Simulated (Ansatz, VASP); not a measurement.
# One calculation of Co, two programs

```
Co
1.0
     2.44847    0.00000    0.00000
    -1.22423    2.12044    0.00000
     0.00000    0.00000    2.31540
Co
1
Direct
  0.00000 0.00000 0.00000
```

Alike in both runs: functional PBE; k mesh 18 × 18 × 17; occupations fermi-dirac, width 0.1 eV; collinear spin.

Ansatz relaxed the structure, and its values are those at the end. VASP's run is a single point on that final structure, the one shown.

```csv
,VASP,Ansatz
version,VASP 6.6.1,Ansatz 0.2.0
potentials or method,"VASP PAW PBE potentials, release 64 (Co_sv)","PAW with Ansatz's default frozen-core files, scalar-relativistic"
plane-wave cutoff (eV),600,420
valence electrons in the cell,17,17
```

Ansatz gave:

```
pressure (GPa)                                                : 0.0
net moment per atom (μB)                                      : 1.77
size of the moment on the site where the two differ most (μB) : 1.80
```

**Question.** Which values does VASP return?

**Answer.** Pressure (GPa): -3.2; net moment per atom (μB): 1.77; size of the moment on the site where the two differ most (μB): 1.78.

Site moments also hang on the region over which each program counts them.
